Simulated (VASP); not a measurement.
# Ca (Im-3m) in VASP: single point with PBEsol

Aim: the single point of Ca with PBEsol.

All numbers are computed with VASP 6.6.1; they aren't measurements. Logs are shortened: lines on timing, memory, paths and dates and some standing lists are left out, and cuts for length are marked.

### 1 The cell of the first run

Symmetry: Im-3m, No. 229, cubic system. The conventional cell has a = 4.323 Å, b = 4.323 Å, c = 4.323 Å, α = 90.00°, β = 90.00°, γ = 90.00°. Within 4.9 Å of Ca (site symmetry m-3m) lie 14 Ca at 3.74 to 4.32 Å.

This isn't the form of Ca at room conditions, which is fcc.

### 2 Single point, PBEsol

Contents of INCAR:

```
SYSTEM = Ca
PREC = Accurate
ENCUT = 500
EDIFF = 1E-6
ISMEAR = 0
SIGMA = 0.1
LREAL = .FALSE.
LASPH = .TRUE.
NELM = 120
ALGO = Normal
ISIF = 2
LWAVE = .FALSE.
LCHARG = .FALSE.
GGA = PS
NBANDS = 11
ISYM = 0
GGA_COMPAT = .FALSE.
```

Contents of KPOINTS:

```
Automatic mesh
0
G
  10 10 11
  0 0 0
```

Contents of POSCAR:

```
Ca
1.0
    3.7438396784      0.0000000000      0.0000000000
   -1.2479465595      3.5297258990      0.0000000000
    1.2479465595      1.7648629495      3.0568322969
Ca
1
Direct
    0.0000000000      0.0000000000      0.0000000000
```

Potentials or basis: VASP PAW PBE potentials, release 64 (Ca_sv).

Run with:

```
$ cat potpaw_PBE.64/Ca_sv/POTCAR > POTCAR
$ mpirun -np 1 vasp_std > vasp.out
```

OUTCAR:

```text
SYSTEM = Ca
   PREC = Accurate
   ENCUT = 500
   EDIFF = 1E-6
   ISMEAR = 0
   LREAL = .FALSE.
   LASPH = .TRUE.
   NELM = 120
   ISIF = 2
   GGA = PS
   ISYM = 0

 ion  position               nearest neighbor table
   1  0.000  0.000  0.000-

IMPORTANT INFORMATION: All symmetrisations will be switched off!
NOSYMM: (Re-)initialisation of all symmetry stuff for point group C_1.

----------------------------------------------------------------------------------------

                                     Primitive cell

  volume of cell :      40.3952

  direct lattice vectors                    reciprocal lattice vectors
     3.743839678  0.000000000  0.000000000     0.267105455  0.094436039 -0.163568018
    -1.247946560  3.529725899  0.000000000     0.000000000  0.283308118 -0.163568018
     1.247946560  1.764862949  3.056832297     0.000000000  0.000000000  0.327136036

  length of vectors
     3.743839678  3.743839678  3.743839678     0.327136036  0.327136036  0.327136036

  position of ions in fractional coordinates (direct lattice)
     0.000000000  0.000000000  0.000000000

  ion indices of the primitive-cell ions
   primitive index   ion index
                 1           1

----------------------------------------------------------------------------------------

 KPOINTS: Automatic mesh

Automatic generation of k-mesh.
 Grid dimensions read from file:
 generate k-points for:   10   10   11

 Generating k-lattice:

  Cartesian coordinates                     Fractional coordinates (reciprocal lattice)
     0.026710545  0.009443604 -0.016356802     0.100000000  0.000000000 -0.000000000
     0.000000000  0.028330812 -0.016356802     0.000000000  0.100000000 -0.000000000
     0.000000000  0.000000000  0.029739640     0.000000000  0.000000000  0.090909091

  Length of vectors
     0.032713604  0.032713604  0.029739640

  Shift w.r.t. Gamma in fractional coordinates (k-lattice)
     0.000000000  0.000000000  0.000000000

 -----------------------------------------------------------------------------
|                                                                             |
|           W    W    AA    RRRRR   N    N  II  N    N   GGGG   !!!           |
|           W    W   A  A   R    R  NN   N  II  NN   N  G    G  !!!           |
|           W    W  A    A  R    R  N N  N  II  N N  N  G       !!!           |
|           W WW W  AAAAAA  RRRRR   N  N N  II  N  N N  G  GGG   !            |
|           WW  WW  A    A  R   R   N   NN  II  N   NN  G    G                |
|           W    W  A    A  R    R  N    N  II  N    N   GGGG   !!!           |
|                                                                             |
|     Your reciprocal lattice and k-lattice belong to different lattice       |
[... 74 lines left out ...]
   NUPDOWN=      -1.0000    fix difference up-down
   EMIN   =  10.00;   EMAX   =-10.00  energy-range for DOS
   EFERMI =   0.00;   METHOD = LEGACY
   ISMEAR =     0;   SIGMA  =   0.10  broadening in eV -4-tet -1-fermi 0-gaus
   EFERMI_NEDOS =   21; number of points for ismear=-14 and -15
   IALGO  =     38    algorithm
   IMIX   =      4    mixing-type and parameters
     AMIX     =   0.40;   BMIX     =  1.00
     AMIX_MAG =   1.60;   BMIX_MAG =  1.00
  volume/ion in A,a.u.               =      40.40       272.60
  Fermi-wavevector in a.u.,A,eV,Ry     =   1.027933  1.942512 14.376550  1.056647
  Thomas-Fermi vector in A             =   2.161904
   LORBIT       =      0    0 simple, 1 ext, 2 COOP (PROOUT), +10 PAW based schemes
   GGA     = PS    functional components
   LHFCALC =     F    Hartree Fock is set to
   AEXX    =    0.0000 exact exchange contribution
   IVDW    =     0    specifies the selected vdW correction
   LEPSILON=     F    determine dielectric tensor
   LRPA    =     F    only Hartree local field effects (RPA)
 non-spin polarized calculation
 Gauss-broadening in eV      SIGMA  =   0.10
  energy-cutoff  :      500.00
  volume of cell :       40.40
 maximum number of plane-waves:      1055
   NGX = 13   NGY = 13   NGZ = 13

 number of electron      10.0000002 magnetization

 Free energy of the ion-electron system (eV)
  ---------------------------------------------------
  ext. energy  EPLUGINS =         0.00000000
  ---------------------------------------------------
  free energy    TOTEN  =        -2.12160413 eV

  energy without entropy =       -2.11283033  energy(sigma->0) =       -2.11721723

 E-fermi :   2.1324     XC(G=0):  -7.9482

 val. band max:        2.1307403959   @ k =  -0.3000   0.0000   0.3636
 cond. band min:       2.1331327397   @ k =   0.5000   0.0000   0.0000
 fundamental gap:      0.0023923438
 Fermi energy:         2.1323639779

 k-point     1 :       0.0000    0.0000    0.0000
  band No.  band energies     occupation
      1     -39.6621      2.00000
      2     -20.6470      2.00000
      3     -20.6466      2.00000
      4     -20.6463      2.00000
      5      -2.0426      2.00000
      6       4.4598      0.00000
      7       4.4599      0.00000
      8       4.4600      0.00000
      9       5.5763      0.00000
     10       5.5766      0.00000
     11      12.5483      0.00000
[... 309 lines left out ...]
 k-point    24 :      -0.3000    0.2000   -0.0000
  band No.  band energies     occupation
      1     -39.6519      2.00000
      2     -20.7367      2.00000
      3     -20.6750      2.00000
      4     -20.6518      2.00000
      5      -0.7992      2.00000
      6       3.6365      0.00000
      7       3.8399      0.00000
      8       5.2765      0.00000
      9       5.4180      0.00000
     10       5.7369      0.00000
     11      10.2615      0.00000

 [... further k-points ...]

------------------------ aborting loop because EDIFF is reached ----------------------------------------

  FORCE on cell =-STRESS in cart. coord.  units (eV):
  Direction    XX          YY          ZZ          XY          YZ          ZX
  --------------------------------------------------------------------------------------
  -------------------------------------------------------------------------------------
  Total        0.0002796     -0.0042273      0.0015787     -0.0063743      0.0092128      0.0065141
  in kB        0.0110901     -0.1676646      0.0626146     -0.2528207      0.3654013      0.2583656
  external PRESSURE =      -0.0313200 kB  Pullay stress =       0.0000000 kB

 VOLUME and BASIS-vectors are now :
 -----------------------------------------------------------------------------
  energy-cutoff  :      500.00
  volume of cell :       40.40
      direct lattice vectors                 reciprocal lattice vectors
     3.743839678  0.000000000  0.000000000     0.267105455  0.094436039 -0.163568018
    -1.247946560  3.529725899  0.000000000     0.000000000  0.283308118 -0.163568018
     1.247946560  1.764862949  3.056832297     0.000000000  0.000000000  0.327136036

 POSITION                                       TOTAL-FORCE (eV/Angst)
 -----------------------------------------------------------------------------------
      0.00000      0.00000      0.00000         0.000000     -0.000000     -0.000000
 -----------------------------------------------------------------------------------
    total drift:                                0.000000     -0.000000     -0.000000

  FREE ENERGIE OF THE ION-ELECTRON SYSTEM (eV)
  ---------------------------------------------------
  free  energy   TOTEN  =        -2.1216041290 eV

  energy  without entropy=       -2.1128303275  energy(sigma->0) =       -2.11721723
```

stdout:

```text
POSCAR found type information on POSCAR Ca
 POSCAR found :  1 types and       1 ions
 scaLAPACK will be used
 -----------------------------------------------------------------------------
|                                                                             |
|                                                                             |
[... 21 lines left out ...]
|     Results are often still useful ...                                      |
|                                                                             |
 -----------------------------------------------------------------------------

 POSCAR, INCAR and KPOINTS ok, starting setup
 FFT: planning ... GRIDC
 FFT: planning ... GRID_SOFT
 FFT: planning ... GRID
 WAVECAR not read
 entering main loop
```

Run time: 3.4 min. Hardware: 1 thread of Intel Xeon 8259CL, shared host; peak memory 0.34 GiB.

Results:

```
Free energy            : -2.1216 eV
Pressure               : 0.0 GPa
Band gap on the k mesh : zero (bands 5 and 6 overlap by 0.22 eV)
```

Caveat: the PAW data sets were made with another functional, which shifts forces and pressure a little.
